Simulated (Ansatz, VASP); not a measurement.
**BaTiO3 in VASP and in Ansatz**

File POSCAR:

```
BaTiO3
1.0
    2.8956986985      1.6718324230      2.3770776848
   -2.8956986985      1.6718324230      2.3770776848
    0.0000000000     -3.3436648461      2.3770776847
Ba Ti O
1 1 3
Direct
   -0.0032057792     -0.0032057792     -0.0032057792
    0.4833346603      0.4833346603      0.4833346603
    0.5098255442      0.5098255442      0.0194200304
    0.0194200304      0.5098255442      0.5098255442
    0.5098255442      0.0194200304      0.5098255442
```

Contents of INCAR.step1:

```
  PREC = Accurate
  ENCUT = 520
  ISMEAR = 0
  SIGMA = 0.01
  LREAL = False
  LASPH = True
  NELM = 60
  NBANDS = 28
  GGA = PE
  ALGO = Normal
  EDIFF = 1E-4
  LWAVE = True
  LCHARG = False
```

The input INCAR.step2:

```
  PREC = Accurate
  ENCUT = 520
  EDIFF = 1E-6
  ISMEAR = 0
  SIGMA = 0.01
  LREAL = False
  LASPH = True
  NELM = 60
  ALGO = Normal
  ISIF = 2
  LWAVE = False
  LCHARG = False
  METAGGA = R2SCAN
  LMIXTAU = True
  NBANDS = 28
  ISTART = 1
```

The input KPOINTS:

```
Automatic mesh
0
Gamma
  6 6 6
```

Input for Ansatz:

```yaml
crystal:
  lattice:
    - [2.8956986985, 1.671832423, 2.3770776848]
    - [-2.8956986985, 1.671832423, 2.3770776848]
    - [0.0, -3.3436648461, 2.3770776847]
  atoms:
    - { symbol: Ba, position: [-0.0032057792, -0.0032057792, -0.0032057792] }
    - { symbol: Ti, position: [0.4833346603, 0.4833346603, 0.4833346603] }
    - { symbol: O, position: [0.5098255442, 0.5098255442, 0.0194200304] }
    - { symbol: O, position: [0.0194200304, 0.5098255442, 0.5098255442] }
    - { symbol: O, position: [0.5098255442, 0.0194200304, 0.5098255442] }
kpoints:
  mp_grid: { grid: [6, 6, 6] }
hamiltonian:
  xc: r2scan
scf:
  occupations: { method: fixed }
  n_extra_bands: 5
output:
  forces: true
  stress: true
  eigenvalues: true
```

Alike in both runs: task single point; functional r2SCAN; k mesh 6 × 6 × 6; no spin polarisation.

```csv
,VASP,Ansatz
version,VASP 6.6.1,Ansatz 0.2.0
potentials or method,"VASP PAW PBE potentials, release 64 (Ba_sv, Ti_sv, O)","plane waves, PAW"
plane-wave cutoff (eV),520,500
occupations,"gaussian, width 0.01 eV",fixed
valence electrons in the cell,40,40
```

```tsv
	VASP	Ansatz	Ansatz less VASP
gap on the k mesh at the Fermi level (eV)	2.67	2.69	+0.014
pressure (GPa)	-7.3	-8.9	-1.55
traceless stress, the component that is largest in VASP (GPa)	0.37	0.46	+0.090
rms of the force components (eV/Å)	0.199	0.257	+0.0579
```

VASP's potentials were made for PBE, not for r2SCAN. Atom by atom the forces differ by 0.059 eV/Å (rms over components).

Neither program's run includes spin-orbit coupling.
